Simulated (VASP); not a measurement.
# Ti17O32 (a cell with a defect) in VASP: a series of runs

The runs below take Ti17O32 (a cell with a defect) through single point, with PBE+D3(BJ).

Everything below comes from runs of VASP 6.6.1. Logs are shortened: lines on timing, memory, paths and dates and some standing lists are left out, and cuts for length are marked.

### 1 The cell of the first run

The cell holds a defect, 49 atoms: a = 6.676 Å, b = 6.676 Å, c = 9.472 Å, α = 95.90°, β = 84.10°, γ = 86.84°.

### 2 Single point, PBE+D3(BJ)

File INCAR:

```
PREC = Accurate
ENCUT = 520
EDIFF = 1E-6
ISMEAR = -1
SIGMA = 0.02
LREAL = Auto
LASPH = T
NELM = 80
ALGO = Normal
ISIF = 2
LWAVE = F
LCHARG = F
GGA = PE
IVDW = 12
NBANDS = 228
```

File KPOINTS:

```
Automatic mesh
0
Gamma
  2 2 1
```

File POSCAR:

```
Ti17O32
1.0
   -4.5890000000     -4.8490000000      0.0000000000
    4.5890000000     -4.8490000000      0.0000000000
   -1.4163990000      0.0000000000      9.3655000000
Ti O
17 32
Direct
    0.2799227023      0.6591987660      0.1073834819
    0.8774997232      0.5908030196      0.1377075436
    0.6628365376      0.4012591523      0.4308259036
    0.0991342671      0.4342746832      0.3537558059
    0.3168355862      0.6265135579      0.5976509530
    0.8601730398      0.6070573170      0.6438524371
    0.6888910007      0.3869596901      0.8892531098
    0.1473515330      0.4132589021      0.8604559287
    0.8481400724      0.1097069063      0.1019699963
    0.3552921005      0.0961618075      0.1461107255
    0.1696864952      0.9199196092      0.3978538252
    0.6566703920      0.9028057887      0.3624793124
    0.8422475252      0.1290455249      0.6066200416
    0.3640839095      0.0623751542      0.6517644546
    0.1440975578      0.8864035765      0.9035182318
    0.5916465465      0.9268314902      0.8582777214
    0.5141121589      0.4288039063      0.2169024612
    0.2501846349      0.3786460518      0.1481287705
    0.6231699808      0.5847904234      0.0774331322
    0.7087184768      0.6453957736      0.3509689819
    0.3973385163      0.4714179284      0.4069830762
    0.8753912636      0.3351263689      0.2397095724
    0.0347237449      0.6646369480     -0.0192942181
    0.0833348528      0.6814001441      0.2662538039
    0.9157036756      0.3628898489      0.5034861993
    0.3013435662      0.3674335013      0.6606801559
    0.5854046298      0.5323722315      0.6146815440
    0.7052443554      0.6435492103      0.8308259036
    0.3856434282      0.4850928061      0.9044578506
    0.9113925588      0.3204903036      0.7559660456
    0.0658078520      0.6607955714      0.4927980353
    0.0874634473      0.6322932036      0.7403448828
    0.9208827157      0.3456052200      1.0088623138
    0.7885527797      0.8774608313      0.1567348246
    0.1116772174      0.0022431785      0.1142384283
    0.1966227248      0.1623791312      0.3422454754
    0.9114461165      0.9823464181      0.4027547915
    0.3993213907      0.8590205355      0.2483476590
    0.5911797787      0.2060567650      0.0367625861
    0.5767239149      0.1536534825      0.2781912338
    0.4188762069      0.8609753089      0.4927232929
    0.7819346392      0.8685912424      0.6507821259
    0.1041156628      0.0039066098      0.6018365277
    0.2030595097      0.1409289415      0.8301211895
    0.8886865286      0.9800080476      0.9062943783
    0.3958429421      0.8394014381      0.7521114730
    0.6006199620      0.1377797080      0.5159041162
    0.5951031208      0.1567013750      0.7684800598
    0.4168097285      0.8433470048      1.0004804869
```

Potentials or basis: VASP PAW PBE potentials, release 64 (Ti_sv, O).

The run is started by

```
cat potpaw_PBE.64/Ti_sv/POTCAR potpaw_PBE.64/O/POTCAR > POTCAR
mpirun -np 1 vasp_std > vasp.out
```

OUTCAR:

```text
PREC = Accurate
   ENCUT = 520
   EDIFF = 1E-6
   ISMEAR = -1
   LREAL = Auto
   LASPH = T
   NELM = 80
   ISIF = 2
   GGA = PE
   IVDW = 12
 IVDW          = 12

 ion  position               nearest neighbor table
   1  0.280  0.659  0.107-  24 1.88  49 1.89  18 1.97  38 2.04  23 2.13  29 2.17  19 2.30  17 2.51
                             2 2.74  15 2.77
   2  0.877  0.591  0.138-  19 1.85  23 1.86  33 1.93  34 1.96  24 2.01  22 2.05  20 2.20   1 2.74
                            17 2.77   4 2.89
   3  0.663  0.401  0.431-  21 1.85  27 1.88  20 1.89  25 1.90  47 2.05  22 2.17  40 2.22  17 2.37
                             6 2.81  13 2.88   5 2.91
   4  0.099  0.434  0.354-  36 1.88  31 1.89  25 1.89  24 1.92  22 2.03  18 2.09  21 2.12   2 2.89
[... 29 lines left out ...]
  24  0.083  0.681  0.266-   1 1.88   4 1.92   2 2.01  11 2.06
  25  0.916  0.363  0.503-   4 1.89   3 1.90  13 1.98   6 1.99
  26  0.301  0.367  0.661-   5 1.89   8 2.04  14 2.05
  27  0.585  0.532  0.615-   3 1.88   5 1.90   6 1.97
  28  0.705  0.644  0.831-   7 1.86   6 1.94  16 1.98
  29  0.386  0.485  0.904-   8 1.76   7 2.08   1 2.17
  30  0.911  0.320  0.756-   7 1.85  13 1.92   8 2.04   6 2.31
  31  0.066  0.661  0.493-   4 1.89   6 1.95   5 2.05  11 2.15
  32  0.087  0.632  0.740-   6 1.86   5 1.93   8 1.99  15 2.25
  33  0.921  0.346  0.009-   2 1.93   9 1.94   7 2.03   8 2.06
  34  0.789  0.877  0.157-   9 1.74   2 1.96  12 2.04
  35  0.112  0.002  0.114-  10 1.82   9 1.88  15 2.05
  36  0.197  0.162  0.342-  11 1.77   4 1.88  10 2.04
  37  0.911  0.982  0.403-  11 1.75  12 1.87  13 2.07
  38  0.399  0.859  0.248-  10 1.96  11 1.97   1 2.04  12 2.14
  39  0.591  0.206  0.037-   9 1.98  10 2.01   7 2.02  17 2.15  16 2.38
  40  0.577  0.154  0.278-  12 2.00  17 2.02  10 2.06   3 2.22   9 2.32
  41  0.419  0.861  0.493-  14 1.90  12 1.96  11 2.01   5 2.05
  42  0.782  0.869  0.651-   6 1.79  13 1.88  16 2.21
  43  0.104  0.004  0.602-  13 1.89  14 1.90  11 1.95
  44  0.203  0.141  0.830-   8 1.82  14 1.92  15 1.95
  45  0.889  0.980  0.906-  15 1.78   9 1.95  16 2.12
  46  0.396  0.839  0.752-  16 1.82  14 1.86   5 2.06  15 2.08
  47  0.601  0.138  0.516-  13 1.90  12 2.02  14 2.05   3 2.05
  48  0.595  0.157  0.768-  16 1.83   7 1.99  14 2.08  13 2.12
  49  0.417  0.843  0.000-  16 1.84   1 1.89  10 2.06  15 2.14

  LATTYP: Found a base centered monoclinic cell.
 ALAT       =     9.1780000000
 B/A-ratio  =     1.0566572238
 C/A-ratio  =     1.0320330788
 COS(beta)  =    -0.1495353738

  Lattice vectors:

 A1 = (   4.5890000000,  -4.8490000000,   0.0000000000)
 A2 = (   4.5890000000,   4.8490000000,   0.0000000000)
 A3 = (  -1.4163990000,   0.0000000000,   9.3655000000)

Analysis of symmetry for initial positions (statically):
=====================================================================
 Subroutine PRICEL returns:
[... 206 lines left out ...]
   PSTRESS=    0.0 pullay stress
   NELECT =     396.0000    total number of electrons
   NUPDOWN=      -1.0000    fix difference up-down
   EMIN   =  10.00;   EMAX   =-10.00  energy-range for DOS
   EFERMI =   0.00;   METHOD = LEGACY
   ISMEAR =    -1;   SIGMA  =   0.02  broadening in eV -4-tet -1-fermi 0-gaus
   EFERMI_NEDOS =   21; number of points for ismear=-14 and -15
   IALGO  =     38    algorithm
   IMIX   =      4    mixing-type and parameters
     AMIX     =   0.40;   BMIX     =  1.00
     AMIX_MAG =   1.60;   BMIX_MAG =  1.00
  volume/ion in A,a.u.               =       8.51        57.40
  Fermi-wavevector in a.u.,A,eV,Ry     =   1.609396  3.041317 35.241190  2.590154
  Thomas-Fermi vector in A             =   2.705112
   LORBIT       =      0    0 simple, 1 ext, 2 COOP (PROOUT), +10 PAW based schemes
   GGA     = PE    functional components
   LHFCALC =     F    Hartree Fock is set to
   AEXX    =    0.0000 exact exchange contribution
   IVDW    =    12    specifies the selected vdW correction
   LEPSILON=     F    determine dielectric tensor
   LRPA    =     F    only Hartree local field effects (RPA)
 non-spin polarized calculation
  energy-cutoff  :      520.00
  volume of cell :      416.80
 maximum number of plane-waves:     11251
 NGX is ok and might be reduce to    50
   NGX = 25   NGY = 25   NGZ = 35

 number of electron     395.9999990 magnetization

 Free energy of the ion-electron system (eV)
  ---------------------------------------------------
  ext. energy  EPLUGINS =         0.00000000
  ---------------------------------------------------
  free energy    TOTEN  =      -420.25276138 eV

  energy without entropy =     -420.25178128  energy(sigma->0) =     -420.25227133

 E-fermi :   9.8495     XC(G=0): -12.7380

 val. band max:        9.7502623675   @ k =   0.5000   0.5000   0.0000
 cond. band min:       9.9551031022   @ k =   0.0000   0.5000   0.0000
 fundamental gap:      0.2048407347
 Fermi energy:         9.8495481648

 k-point     1 :       0.0000    0.0000    0.0000
  band No.  band energies     occupation
      1     -49.0603      2.00000
      2     -48.8913      2.00000
      3     -48.8680      2.00000
      4     -48.8510      2.00000
      5     -48.8256      2.00000
      6     -48.8213      2.00000
[... 841 lines left out ...]
    209      10.6952      0.00000
    210      10.7748      0.00000
 [bands above 210 left out]

------------------------ aborting loop because EDIFF is reached ----------------------------------------

 Edisp (eV)  -15.53673

 E8    (eV) :    -6.2232

  FORCE on cell =-STRESS in cart. coord.  units (eV):
  Direction    XX          YY          ZZ          XY          YZ          ZX
  --------------------------------------------------------------------------------------
  -------------------------------------------------------------------------------------
  Total      92.54127   102.63238   104.38618    -1.57360     6.24554    -6.18189
  in kB     355.72536   394.51522   401.25677    -6.04888    24.00762   -23.76298
  external pressure =      383.83 kB  Pullay stress =        0.00 kB

 VOLUME and BASIS-vectors are now :
 -----------------------------------------------------------------------------
  energy-cutoff  :      520.00
  volume of cell :      416.80
      direct lattice vectors                 reciprocal lattice vectors
    -4.589000000 -4.849000000  0.000000000    -0.108956200 -0.103114044 -0.016478079
     4.589000000 -4.849000000  0.000000000     0.108956200 -0.103114044  0.016478079
    -1.416399000  0.000000000  9.365500000     0.000000000  0.000000000  0.106774865

 POSITION                                       TOTAL-FORCE (eV/Angst)
 -----------------------------------------------------------------------------------
      1.58840     -4.55380      1.00570        -1.331808     -1.791180     -1.826479
     -1.51070     -7.11980      1.28970         0.639180     -0.102390      1.279669
     -1.81060     -5.15980      4.03490        -2.418527      3.265797     -0.329847
      1.03690     -2.58650      3.31310        -1.844360     -0.483655     -0.431992
      0.57460     -4.57430      5.59730        -1.586776      1.140831      0.712478
     -2.07350     -7.11460      6.03000         0.183669      0.861743      0.787182
[... 41 lines left out ...]
     -3.10030     -3.64550      7.19720         1.281184     -1.186609     -0.160872
      1.95670     -6.11050      0.00450         1.919719     -1.997191     -0.646850
 -----------------------------------------------------------------------------------
    total drift:                                0.015479     -0.004477      0.002436

  FREE ENERGIE OF THE ION-ELECTRON SYSTEM (eV)
  ---------------------------------------------------
  free  energy   TOTEN  =      -435.7894900322 eV

  energy  without entropy=     -435.7885099267  energy(sigma->0) =     -435.78899998
```

Run time: 30 min. Hardware: 1 thread of Intel Xeon Platinum 8375C at 2.90GHz (Ice Lake), shared host; peak memory 0.54 GiB.

Results:

```yaml
Free_energy: -435.7895 eV
Pressure: 38.4 GPa
Largest_force: 5.420 eV/Å
Band_gap_on_the_k_mesh: 0.20 eV
Dispersion_energy_per_atom: -0.317 eV
```

Forces on the atoms (eV/Å):
```
Ti  -1.332 -1.791 -1.826
Ti   0.639 -0.102  1.280
Ti  -2.419  3.266 -0.330
Ti  -1.844 -0.484 -0.432
Ti  -1.587  1.141  0.712
Ti   0.184  0.862  0.787
Ti   2.165  0.804  1.122
Ti   0.153 -0.098 -1.663
Ti   1.307  0.406  1.314
Ti  -1.345 -1.214  1.163
Ti  -2.695  1.192 -0.316
Ti   3.839 -2.009 -0.443
Ti  -0.565  0.917  1.218
Ti   3.503 -3.927 -1.300
Ti  -0.698 -0.912 -1.619
Ti  -4.704 -1.767  0.966
Ti  -1.685 -0.776 -1.055
O   -0.625  0.610 -0.108
O    0.075  1.206 -0.128
O   -2.052  0.780 -1.052
O    3.129  2.036  0.819
O    1.110 -0.826  2.103
O   -1.415 -0.059  1.782
O    1.437 -0.059 -1.598
O   -0.830  0.067  0.579
O   -0.744  2.217 -0.538
O   -0.511 -1.721 -0.679
O    0.142 -1.015  0.847
O   -0.483 -0.484  1.208
O    0.794  0.310 -1.372
O   -0.496 -1.224  1.130
O    1.006 -2.594  1.340
O    0.135 -1.090 -2.660
O   -1.308  2.535  1.317
O    0.400  0.777 -1.798
O    0.530 -1.991 -0.074
O    2.725  1.705  0.349
O   -0.942  1.412 -0.066
O    0.611  1.432 -1.109
O    1.046 -1.141 -0.940
O   -0.896  1.415  0.388
O    0.809  0.823  0.140
O   -0.075 -1.317 -0.167
O   -1.574  0.396  2.028
O    1.520  1.021 -0.170
O   -0.282  2.620 -0.892
O    0.647 -0.168  0.551
O    1.281 -1.187 -0.161
O    1.920 -1.997 -0.647
```

Caveat: the k points lie up to 0.67 Å⁻¹ apart; the atoms stand as in a frame of molecular dynamics; semilocal functionals underestimate gaps, and a narrow one can read as zero.

### 3 Single point, PBE+D3(BJ)

INCAR, as its differences from that of step 2:

```diff
@@ -7,3 +7,3 @@
 LASPH = T
-NELM = 80
+NELM = 60
 ALGO = Normal
```

File KPOINTS:

```
regular mesh
0
Gamma
  2 2 1
```

File POSCAR:

```
Ti17O32
1.0
   -4.5890000000     -4.8490000000      0.0000000000
    4.5890000000     -4.8490000000      0.0000000000
   -1.4163990000      0.0000000000      9.3655000000
Ti O
17 32
Direct
    0.3295433459      0.6603927234      0.0702258288
    0.8793051030      0.5953082194      0.1614222412
    0.6800133105      0.3497247798      0.4031391810
    0.1212815303      0.3991350504      0.3486092574
    0.3314752200      0.6158335034      0.6177780151
    0.8521607072      0.5984476657      0.6398697347
    0.6470512779      0.3887292954      0.8942822060
    0.1131740247      0.4021693450      0.8596444397
    0.8177128643      0.1187276389      0.1068602851
    0.3412681859      0.1118767924      0.1371950243
    0.1555851357      0.8938889827      0.4074955955
    0.6347881773      0.9177999852      0.3560728205
    0.8260065967      0.1104132837      0.6093214457
    0.3462422640      0.0968181608      0.6525652661
    0.1659235541      0.8848291785      0.8906091506
    0.6454122479      0.9108467746      0.8500987668
    0.4572924469      0.5866960044      0.2827825530
    0.2930257888      0.3803295422      0.1492071966
    0.6121190616      0.5710321036      0.0878650366
    0.7342109119      0.6402374280      0.3551652341
    0.3862304768      0.4365783498      0.4316907800
    0.8968621809      0.3193473468      0.2526720410
    0.0648891254      0.6534857973      0.0056270354
    0.1358992758      0.6593574782      0.2647909882
    0.9273515791      0.3406005760      0.4993646896
    0.2491542972      0.3399362369      0.6504511238
    0.6047902933      0.5017058915      0.6091826384
    0.7422890524      0.6561848598      0.8439485345
    0.4069020163      0.5131227311      0.8693502749
    0.8778102089      0.3274073617      0.7500720730
    0.0805374121      0.6386418001      0.5020767711
    0.1042376954      0.6539392483      0.7569056644
    0.9196102426      0.3412476663      1.0064919118
    0.7917314685      0.8751689233      0.1619561155
    0.1070621046      0.0176646432      0.0889968501
    0.2233368935      0.1484098585      0.3408360472
    0.8943129400      0.9958293574      0.4141903796
    0.4308866463      0.8703507222      0.2406812236
    0.5796117826      0.1903407850      0.0177459826
    0.6010803785      0.1571584337      0.2572313277
    0.4150537657      0.7958763230      0.4734504298
    0.7392513079      0.8527057967      0.6404569964
    0.1089261492     -0.0069463596      0.6044631894
    0.2373123362      0.1600685670      0.8694784048
    0.8921115114      0.9737577400      0.8877262292
    0.3987793807      0.8416825702      0.7432811916
    0.5783443822      0.1321113819      0.5060274411
    0.5932307300      0.1488604229      0.7494954888
    0.4279007613      0.8803277394      0.9847418718
```

Potentials or basis: VASP PAW PBE potentials, release 64 (Ti_sv, O).

The run is started by

```
cat potpaw_PBE.64/Ti_sv/POTCAR potpaw_PBE.64/O/POTCAR > POTCAR
mpirun -np 1 vasp_std > vasp.out
```

Run time: 20 min. Hardware: 1 thread of Intel Xeon Platinum 8259CL at 2.50GHz (Skylake/Cascade Lake), shared host; peak memory 0.55 GiB.

It converged, with:

| Item | Value |
| --- | --- |
| Free energy | -439.6687 eV |
| Pressure | 34.0 GPa |
| Largest force | 3.373 eV/Å |
| Band gap on the k mesh | 0.21 eV |
| Dispersion energy per atom | -0.317 eV |

Forces on the atoms (eV/Å):
```
Ti  -0.565  0.275  0.675
Ti   0.210  1.215 -1.479
Ti   1.182 -0.280  1.410
Ti   1.378 -1.191  2.313
Ti  -1.027  0.455 -0.714
Ti  -1.810  0.238  0.476
Ti  -0.158 -0.818 -0.286
Ti   1.293 -0.802 -0.339
Ti   0.215 -1.589 -0.623
Ti  -2.049 -0.949  0.339
Ti  -0.543  0.041 -1.430
Ti  -0.837 -0.465  0.636
Ti   0.054 -0.866  0.163
Ti  -2.090 -1.191 -0.148
Ti   0.238  0.857 -0.203
Ti   1.340  0.232 -0.261
Ti   0.508 -1.198 -0.581
O    0.607 -0.017  0.165
O   -0.596  0.431  0.095
O   -0.432  0.427  0.032
O   -0.517  0.745 -0.435
O   -0.302 -0.950 -1.565
O   -0.113 -0.231 -0.708
O    1.081 -1.065 -0.945
O    0.195  0.459  1.321
O    1.180 -0.528  0.603
O    0.226  0.152 -0.349
O   -1.245  1.188 -0.092
O    0.621  1.939  0.964
O   -0.659 -1.501  0.458
O    0.373 -0.458  0.705
O    0.966  0.402 -0.112
O    0.998 -0.403 -0.258
O   -2.417  1.636  0.288
O    0.232  0.570  0.406
O   -1.687  1.330 -0.222
O   -0.630  0.594 -1.191
O    0.932  2.938 -1.371
O   -0.877  0.237 -1.395
O    1.683 -0.552  0.225
O    0.648 -0.378  0.542
O   -1.194 -0.548 -0.589
O    0.988  0.387  0.825
O   -0.554  0.289 -1.159
O    0.101 -1.720  0.915
O    0.371  0.610 -0.510
O    0.749  1.075  1.115
O    1.459 -0.855  1.520
O    0.477 -0.164  0.775
```

Stress tensor (GPa, compression positive):
```
34.50 -4.15 -0.02
-4.15 35.66  1.84
-0.02  1.84 31.86
```

Levels at points of the mesh, in eV from the valence-band top:
```csv
k point,band 194,band 195,band 196,band 197,band 198,band 199,band 200,band 201,band 202,band 203
"(0.00, 0.00, 0.00)",-2.66,-2.56,-2.46,-0.50,-0.07,0.32,0.41,0.44,0.49,0.63
"(0.50, 0.00, 0.00)",-2.76,-2.73,-2.62,-0.43,-0.17,0.25,0.33,0.43,0.46,0.54
"(0.00, 0.50, 0.00)",-2.78,-2.74,-2.65,-0.45,0.00,0.21,0.33,0.34,0.53,0.57
"(0.50, 0.50, 0.00)",-2.75,-2.69,-2.61,-0.51,-0.16,0.23,0.36,0.43,0.50,0.58
```

Caveat: the k points lie up to 0.67 Å⁻¹ apart; semilocal functionals underestimate gaps, and a narrow one can read as zero.
